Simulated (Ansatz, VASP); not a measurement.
**Two plane-wave programs on Al4Fe3Co**

```
Al Fe Co
1.0
    -2.87382    2.86438    2.87382
     2.87382   -2.86438    2.87382
     2.87382    2.86438   -2.87382
Al Fe Co
4 3 1
Cartesian
  1.4369 -1.4322 1.4369
  1.4369 1.4322 1.4369
  1.4369 1.4322 -1.4369
  -1.4369 1.4322 1.4369
  0.0000 2.8644 0.0000
  0.0000 0.0000 2.8738
  2.8738 0.0000 0.0000
  0.0000 0.0000 0.0000
```

Alike in both runs: functional PBE; k mesh 4 × 4 × 4; occupations gaussian, width 0.1 eV; collinear spin.

Ansatz relaxed the structure, and its values are those at the end. VASP's run is a single point on that final structure, the one shown.

|  | VASP | Ansatz |
| --- | --- | --- |
| version | VASP 6.6.1 | Ansatz 0.2.0 |
| potentials or method | VASP PAW PBE potentials, release 64 (Al, Fe, Co), cutoff 520 eV | scalar-relativistic, plane waves, PAW |
| valence electrons in the cell | 45 | 77 |

```tsv
	VASP	Ansatz	Ansatz less VASP
gap on the k mesh at the Fermi level (eV)	none	none	-
pressure (GPa)	-0.2	-0.2	+0.05
net moment per atom (μB)	0.27	0.27	0.000
size of the moment on the site where the two differ most (μB)	0.80	0.79	-0.005
```

Site moments also hang on the region over which each program counts them. A gap of «none» marks a metal or a gap that the smearing closes. VASP's potentials hold 45 valence electrons a cell and Ansatz's 77, so a difference there can come from the potentials and not from the codes. Ansatz's warnings: seeded moment not kept.

The k mesh is coarse, so the values compare programs but aren't converged.
